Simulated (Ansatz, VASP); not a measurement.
## Two plane-wave programs on P

File INCAR:

```
SYSTEM = P
PREC     = Accurate       ! precision mode
ENCUT    = 520            ! plane-wave cutoff, eV
EDIFF    = 1E-7           ! SCF threshold, eV
ISMEAR   = -1             ! smearing method
SIGMA    = 0.1            ! smearing width, eV
LREAL    = .False.        ! projectors in reciprocal space
LASPH    = .True.         ! aspherical terms in the spheres
NELM     = 60             ! most SCF steps
ALGO     = Normal         ! electronic algorithm
ISIF     = 2              ! what is computed and relaxed
LWAVE    = .False.        ! write WAVECAR
LCHARG   = .False.        ! write CHGCAR
GGA      = RP             ! functional
NBANDS   = 18             ! bands
```

KPOINTS

```
regular mesh
0
Gamma
  15 15 4
  0 0 0
```

File POSCAR:

```
P
1.0
    2.5673336178      0.0000000000      0.0000000000
   -1.2836668089      2.2233761330      0.0000000000
    0.0000000000      0.0000000000      9.6451548977
P
4
Direct
    1.0000000000      1.0000000000      0.0000000000
    1.0000000000      1.0000000000      0.5000000000
    0.3333333333      0.6666666667      0.2500000000
    0.6666666667      0.3333333333      0.7500000000
```

Input for Ansatz:

```yaml
crystal:
  lattice:
    - [2.5673336178, 0.0, 0.0]
    - [-1.2836668089, 2.223376133, 0.0]
    - [0.0, 0.0, 9.6451548977]
  atoms:
    - { symbol: P, position: [1.0, 1.0, 0.0] }
    - { symbol: P, position: [1.0, 1.0, 0.5] }
    - { symbol: P, position: [0.3333333333, 0.6666666667, 0.25] }
    - { symbol: P, position: [0.6666666667, 0.3333333333, 0.75] }
hamiltonian:
  xc: rpbe
  pseudopotentials:
    kind: paw
    azcp:
      P: "pseudopotentials/P.paw.azcp"
basis:
  ecutwfc: 420
  fft_grid_basis: typed
kpoints:
  mp_grid: { grid: [15, 15, 4], shift: [0, 0, 0] }
magnetization:
  spin_polarized: false
scf:
  occupations: { method: fermi_dirac, width: 0.1 }
  lower_state_search: "off"
output:
  stress: true
```

Alike in both runs: task single point; functional RPBE; k mesh 15 × 15 × 4; occupations fermi-dirac, width 0.1 eV; no spin polarisation.

|  | VASP | Ansatz |
| --- | --- | --- |
| version | VASP 6.6.1 | Ansatz 0.2.0 |
| potentials or method | VASP PAW PBE potentials, release 64 (P), cutoff 520 eV | plane waves (420 eV) with PAW, scalar-relativistic |
| valence electrons in the cell | 20 | 20 |

|  | VASP | Ansatz | Ansatz less VASP |
| --- | --- | --- | --- |
| pressure (GPa) | 7.5 | 8.2 | +0.70 |
| traceless stress, the component that is largest in VASP (GPa) | -1.59 | -1.79 | -0.193 |

VASP's potentials were made for PBE, not for RPBE.
